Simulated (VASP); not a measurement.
Crystal: LiH.

```xyz
4
Lattice="4.5145 0.0000 0.0000 -1.3594 2.7898 0.0000 -0.8857 -2.5150 3.0721" Properties=species:S:1:pos:R:3 pbc="T T T"
Li   -0.8231    1.5472    0.8405
Li    1.1381   -1.3721    2.8102
H    -0.7201   -0.1510    1.9619
H     2.0380   -0.5034    2.5120
```

```yaml
Program: VASP 6.6.1
Task: relaxation of cell and atoms
Functional: PBE
Potentials_or_basis: VASP PAW PBE potentials, release 64 (Li_sv, H)
Cutoff: 600 eV
k_mesh: 6 × 8 × 6
Occupations: gaussian, width 0.1 eV
Spin: no spin polarisation
```

At the start: pressure 11.3 GPa; volume 9.67 Å³/atom.

Problem. How do energy, volume and symmetry change on relaxing?

Solution. Over 31 steps the energy falls by 764.9 meV/atom and the volume is 7.76 Å³/atom (-19.8 %); space group C2/m (No. 12, to 0.05 Å).

Step by step:
```
step  energy change (eV)  largest force (eV/Å)  pressure (GPa)  volume (Å³)
   1              0.0000                4.8711           11.26        38.69
   2             -1.1296                1.0593            1.39        42.48
   3             -1.1487                1.1232            0.90        42.88
   4             -1.1631                1.1904            0.10        43.67
   5             -1.3794                1.0219           -0.74        44.04
   6             -1.7888                0.5456           -2.79        44.90
   7             -1.6092                0.6845           -5.56        45.44
   8             -1.8739                0.4645           -3.89        45.27
   9             -2.1215                0.4667           -3.68        42.75
  10             -2.2479                0.6362           -3.11        40.24
  11             -2.2566                0.7217           -2.77        39.31
  12             -2.4357                0.6412           -1.33        36.19
  13             -2.4945                0.5491            1.19        33.19
  14             -2.5995                0.3900            0.82        33.19
  15             -2.6167                0.3514            0.79        33.16
  16             -2.6708                0.1813            0.08        33.72
  17             -2.6827                0.2679           -0.30        34.09
  18             -2.7203                0.1994           -0.31        34.01
  19             -2.7496                0.2456           -0.09        33.76
  20             -2.7695                0.2793           -0.09        33.70
  21             -2.8052                0.4742           -0.06        33.45
  22             -2.8449                0.4250           -0.26        33.39
  23             -2.9104                0.3188           -0.64        33.11
  24             -2.9162                0.3461           -0.70        32.96
  25             -2.9620                0.3107           -0.82        32.57
  26             -3.0272                0.3419           -0.25        31.33
  27             -3.0526                0.1161            0.02        31.06
  28             -3.0531                0.1179            0.09        31.01
  29             -3.0579                0.0550           -0.02        31.05
  30             -3.0592                0.0530           -0.07        31.08
  31             -3.0598                0.0167           -0.01        31.03
```

Final structure:
```
Li H
1.0
     5.27461    0.02544    1.43961
    -1.44552    2.42633   -0.07534
    -0.57807   -1.92311    2.00799
Li H
2 2
Direct
  0.01106 0.55247 0.16013
  0.51100 0.54997 0.16112
  0.26220 0.55390 0.66156
  0.76247 0.55601 0.66180
```

Caveat: the cutoff is under 1.25 times the usual one of these potentials, so pressure, stress and relaxed cells hold a basis-set (Pulay) error; the volume moved by over 15 % at a fixed basis, so the end points are rough.
